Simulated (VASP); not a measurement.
# Pt (Fm-3m) in VASP: single point with PBEsol

Aim: the single point of Pt with PBEsol.

All numbers are computed with VASP 6.6.1; they aren't measurements. Logs are shortened: lines on timing, memory, paths and dates and some standing lists are left out, and cuts for length are marked.

**1. The cell of the first run**

It takes space group Fm-3m (No. 225, cubic). The conventional cell has a = 3.922 Å, b = 3.922 Å, c = 3.922 Å, α = 90.00°, β = 90.00°, γ = 90.00°. Pt (site symmetry m-3m) has 12 Pt at 2.77 Å within 3.7 Å.

**2. Single point, PBEsol**

INCAR

```
SYSTEM = Pt
PREC = Accurate
ENCUT = 520
EDIFF = 1E-6
ISMEAR = 1
SIGMA = 0.15
LREAL = .False.
LASPH = .True.
NELM = 100
ALGO = Normal
ISIF = 2
LWAVE = .False.
LCHARG = .False.
GGA = PS
NBANDS = 11
```

KPOINTS

```
regular mesh
0
Gamma
  11 11 11
  0 0 0
```

POSCAR

```
Pt
1.0
    0.0000000000      1.9609000000      1.9609000000
    1.9609000000      0.0000000000      1.9609000000
    1.9609000000      1.9609000000      0.0000000000
Pt
1
Direct
    0.0000000000      0.0000000000      0.0000000000
```

Potentials or basis: VASP PAW PBE potentials, release 64 (Pt).

On the command line:

```bash
cat potpaw_PBE.64/Pt/POTCAR > POTCAR
mpirun -np 1 vasp_std > vasp.out
```

OUTCAR:

```text
SYSTEM = Pt
   PREC = Accurate
   ENCUT = 520
   EDIFF = 1E-6
   ISMEAR = 1
   LREAL = .False.
   LASPH = .True.
   NELM = 100
   ISIF = 2
   GGA = PS

 ion  position               nearest neighbor table
   1  0.000  0.000  0.000-

  LATTYP: Found a face centered cubic cell.
 ALAT       =     3.9218000000

  Lattice vectors:

 A1 = (   0.0000000000,   1.9609000000,   1.9609000000)
 A2 = (   1.9609000000,   0.0000000000,   1.9609000000)
 A3 = (   1.9609000000,   1.9609000000,   0.0000000000)

Analysis of symmetry for initial positions (statically):
=====================================================================
 Subroutine PRICEL returns:
 Original cell was already a primitive cell.

 Routine SETGRP: Setting up the symmetry group for a
 face centered cubic supercell.

 Subroutine GETGRP returns: Found 48 space group operations
 (whereof 48 operations were pure point group operations)
 out of a pool of 48 trial point group operations.

The static configuration has the point symmetry O_h .

Analysis of symmetry for dynamics (positions and initial velocities):
=====================================================================
 Subroutine PRICEL returns:
 Original cell was already a primitive cell.

 Routine SETGRP: Setting up the symmetry group for a
 face centered cubic supercell.

 Subroutine GETGRP returns: Found 48 space group operations
 (whereof 48 operations were pure point group operations)
 out of a pool of 48 trial point group operations.

The dynamic configuration has the point symmetry O_h .

 Subroutine INISYM returns: Found 48 space group operations
 (whereof 48 operations are pure point group operations),
 and found     1 'primitive' translations

----------------------------------------------------------------------------------------

                                     Primitive cell

  volume of cell :      15.0798

  direct lattice vectors                    reciprocal lattice vectors
     0.000000000  1.960900000  1.960900000    -0.254984956  0.254984956  0.254984956
     1.960900000  0.000000000  1.960900000     0.254984956 -0.254984956  0.254984956
     1.960900000  1.960900000  0.000000000     0.254984956  0.254984956 -0.254984956

  length of vectors
     2.773131374  2.773131374  2.773131374     0.441646899  0.441646899  0.441646899

  position of ions in fractional coordinates (direct lattice)
     0.000000000  0.000000000  0.000000000

  ion indices of the primitive-cell ions
   primitive index   ion index
                 1           1

----------------------------------------------------------------------------------------

 KPOINTS: regular mesh

Automatic generation of k-mesh.
 Grid dimensions read from file:
 generate k-points for:   11   11   11

 Generating k-lattice:

  Cartesian coordinates                     Fractional coordinates (reciprocal lattice)
    -0.023180451  0.023180451  0.023180451     0.090909091  0.000000000  0.000000000
     0.023180451 -0.023180451  0.023180451     0.000000000  0.090909091  0.000000000
     0.023180451  0.023180451 -0.023180451     0.000000000  0.000000000  0.090909091

  Length of vectors
     0.040149718  0.040149718  0.040149718

  Shift w.r.t. Gamma in fractional coordinates (k-lattice)
     0.000000000  0.000000000  0.000000000

 Subroutine IBZKPT returns following result:
 ===========================================

 Found     56 irreducible k-points:

 Following reciprocal coordinates:
            Coordinates               Weight
  0.000000  0.000000  0.000000      1.000000
  0.090909  0.000000  0.000000      8.000000
  0.181818  0.000000  0.000000      8.000000
  0.272727  0.000000  0.000000      8.000000
  0.363636  0.000000  0.000000      8.000000
  0.454545  0.000000  0.000000      8.000000
[... 16 lines left out ...]
 -0.272727  0.181818  0.000000     24.000000
 -0.181818  0.181818  0.000000     12.000000
 [... further k-points ...]
   k-points           NKPTS =     56   k-points in BZ     NKDIM =     56   number of bands    NBANDS=     11
   number of dos      NEDOS =    301   number of ions     NIONS =      1
   total plane-waves  NPLWV =  13824
   dimension x,y,z NGX =    24 NGY =   24 NGZ =   24
   dimension x,y,z NGXF=    48 NGYF=   48 NGZF=   48
   ions per type =               1
   NGX,Y,Z   is equivalent  to a cutoff of  14.39, 14.39, 14.39 a.u.
   NGXF,Y,Z  is equivalent  to a cutoff of  28.78, 28.78, 28.78 a.u.
 SYSTEM =  Pt
   PREC   = accura    normal or accurate (medium, high low for compatibility)
   ISTART =      0    job   : 0-new  1-cont  2-samecut
   ICHARG =      2    charge: 1-file 2-atom 10-const
   ISPIN  =      1    spin polarized calculation?
   LNONCOLLINEAR =      F non collinear calculations
   LSORBIT =      F    spin-orbit coupling
   LASPH  =      T    aspherical Exc in radial PAW
   ENCUT  =  520.0 eV  38.22 Ry    6.18 a.u.   5.16  5.16  5.16*2*pi/ulx,y,z
   NELM   =    100;   NELMIN=  2; NELMDL= -5     # of ELM steps
   EDIFF  = 0.1E-05   stopping-criterion for ELM
   LREAL  =      F    real-space projection
   EDIFFG = 0.1E-04   stopping-criterion for IOM
   NSW    =      0    number of steps for IOM
   IBRION =     -1    ionic relax: 0-MD 1-quasi-New 2-CG
   NFREE  =      0    steps in history (QN), initial steepest desc. (CG)
   ISIF   =      2    stress and relaxation
   ISYM   =      2    0-nonsym 1-usesym 2-fastsym
   POTIM  = 0.5000    time-step for ionic-motion
   TEBEG  =    0.0;   TEEND  =   0.0 temperature during run
   PSTRESS=    0.0 pullay stress
   NELECT =      10.0000    total number of electrons
   NUPDOWN=      -1.0000    fix difference up-down
   EMIN   =  10.00;   EMAX   =-10.00  energy-range for DOS
   EFERMI =   0.00;   METHOD = LEGACY
   ISMEAR =     1;   SIGMA  =   0.15  broadening in eV -4-tet -1-fermi 0-gaus
   EFERMI_NEDOS =   21; number of points for ismear=-14 and -15
   IALGO  =     38    algorithm
   IMIX   =      4    mixing-type and parameters
     AMIX     =   0.40;   BMIX     =  1.00
     AMIX_MAG =   1.60;   BMIX_MAG =  1.00
  volume/ion in A,a.u.               =      15.08       101.76
  Fermi-wavevector in a.u.,A,eV,Ry     =   1.427609  2.697791 27.729605  2.038068
  Thomas-Fermi vector in A             =   2.547760
   LORBIT       =      0    0 simple, 1 ext, 2 COOP (PROOUT), +10 PAW based schemes
   GGA     = PS    functional components
   LHFCALC =     F    Hartree Fock is set to
   AEXX    =    0.0000 exact exchange contribution
   IVDW    =     0    specifies the selected vdW correction
   LEPSILON=     F    determine dielectric tensor
   LRPA    =     F    only Hartree local field effects (RPA)
 non-spin polarized calculation
 Methfessel and Paxton  Order N= 1 SIGMA  =   0.15
  energy-cutoff  :      520.00
  volume of cell :       15.08
 maximum number of plane-waves:       416
 NGX is ok and might be reduce to    24
   NGX = 11   NGY = 11   NGZ = 11

 number of electron      10.0000000 magnetization

 Free energy of the ion-electron system (eV)
  ---------------------------------------------------
  ext. energy  EPLUGINS =         0.00000000
  ---------------------------------------------------
  free energy    TOTEN  =        -6.97102179 eV

  energy without entropy =       -6.96788555  energy(sigma->0) =       -6.96997637

 E-fermi :  11.0428     XC(G=0): -13.6303

 val. band max:       11.0427249502   @ k =  -0.4545   0.1818   0.0000
 cond. band min:      11.0514413857   @ k =   0.4545   0.0000   0.0000
 fundamental gap:      0.0087164354
 Fermi energy:        11.0427610020

 k-point     1 :       0.0000    0.0000    0.0000
  band No.  band energies     occupation
      1       0.8012      2.00000
      2       7.2816      2.00000
      3       7.2816      2.00000
      4       7.2816      2.00000
      5       9.4620      2.00000
      6       9.4620      2.00000
      7      25.7215      0.00000
      8      30.6825      0.00000
      9      30.6825      0.00000
     10      30.6825      0.00000
     11      35.9844      0.00000

 k-point     2 :       0.0909    0.0000    0.0000
  band No.  band energies     occupation
      1       1.1307      2.00000
      2       7.1395      2.00000
      3       7.4085      2.00000
      4       7.4085      2.00000
      5       9.3948      2.00000
      6       9.3948      2.00000
      7      26.2244      0.00000
      8      29.1493      0.00000
      9      31.1890      0.00000
     10      31.1890      0.00000
     11      37.4875      0.00000

 k-point     3 :       0.1818    0.0000    0.0000
  band No.  band energies     occupation
      1       2.0275      2.00000
      2       6.8838      2.00000
      3       7.6408      2.00000
      4       7.6408      2.00000
      5       9.3728      2.00000
      6       9.3728      2.00000
      7      26.5278      0.00000
      8      27.2912      0.00000
      9      32.5710      0.00000
     10      32.5710      0.00000
     11      35.5347      0.00000

 k-point     4 :       0.2727    0.0000    0.0000
  band No.  band energies     occupation
      1       3.0960      2.00000
      2       7.0452      2.00000
      3       7.6258      2.00000
      4       7.6258      2.00000
      5       9.7831      2.00000
      6       9.7831      2.00000
      7      23.5752      0.00000
      8      27.2676      0.00000
      9      33.7203      0.00000
     10      33.7203      0.00000
     11      34.7584      0.00000
[... 239 lines left out ...]
 k-point    22 :      -0.3636    0.1818    0.0000
  band No.  band energies     occupation
      1       4.7186      2.00000
      2       6.6634      2.00000
      3       7.7221      2.00000
      4       8.0414      2.00000
      5      10.3230      2.00000
      6      13.5484     -0.00000
      7      18.6070      0.00000
      8      25.4853      0.00000
      9      27.9648      0.00000
     10      30.5956      0.00000
     11      36.3733      0.00000

 k-point    23 :      -0.2727    0.1818    0.0000
  band No.  band energies     occupation
      1       4.6177      2.00000
      2       6.6356      2.00000
      3       7.0987      2.00000
      4       8.1987      2.00000
      5       9.3616      2.00000
      6      12.2225     -0.00000
      7      21.8320      0.00000
      8      25.8865      0.00000
      9      28.5414      0.00000
     10      33.3759      0.00000
     11      33.4502      0.00000

 k-point    24 :      -0.1818    0.1818    0.0000
  band No.  band energies     occupation
      1       3.7445      2.00000
      2       6.3625      2.00000
      3       7.4810      2.00000
      4       8.4632      2.00000
      5       8.5377      2.00000
      6      11.0052      1.40895
      7      24.5256      0.00000
      8      27.1090      0.00000
      9      30.0791      0.00000
     10      31.2260      0.00000
     11      35.7202      0.00000

 [... further k-points ...]
[... 5 lines left out ...]
  --------------------------------------------------------------------------------------
  -------------------------------------------------------------------------------------
  Total       -0.1509683     -0.1509683     -0.1509683      0.0000000     -0.0000000      0.0000000
  in kB      -16.0398397    -16.0398397    -16.0398397      0.0000000     -0.0000000      0.0000000
  external PRESSURE =     -16.0398397 kB  Pullay stress =       0.0000000 kB

 VOLUME and BASIS-vectors are now :
 -----------------------------------------------------------------------------
  energy-cutoff  :      520.00
  volume of cell :       15.08
      direct lattice vectors                 reciprocal lattice vectors
     0.000000000  1.960900000  1.960900000    -0.254984956  0.254984956  0.254984956
     1.960900000  0.000000000  1.960900000     0.254984956 -0.254984956  0.254984956
     1.960900000  1.960900000  0.000000000     0.254984956  0.254984956 -0.254984956

 POSITION                                       TOTAL-FORCE (eV/Angst)
 -----------------------------------------------------------------------------------
      0.00000      0.00000      0.00000         0.000000      0.000000      0.000000
 -----------------------------------------------------------------------------------
    total drift:                               -0.000000      0.000000     -0.000000

  FREE ENERGIE OF THE ION-ELECTRON SYSTEM (eV)
  ---------------------------------------------------
  free  energy   TOTEN  =        -6.9710217861 eV

  energy  without entropy=       -6.9678855462  energy(sigma->0) =       -6.96997637
```

It took 7.5 s on 1 thread of Intel Xeon 6975P-C (Granite Rapids), shared host; peak memory 0.14 GiB.

What came out:

| Quantity | Value |
| --- | --- |
| Free energy | -6.9710 eV |
| Pressure | -1.6 GPa |
| Band gap on the k mesh | zero (band 5 reaches 11.48 eV, above the bottom of band 6 at 9.37 eV) |

Caveat: the PAW data sets were made with another functional, which shifts forces and pressure a little; spin-orbit coupling is left out, which moves the levels of the heavy elements.
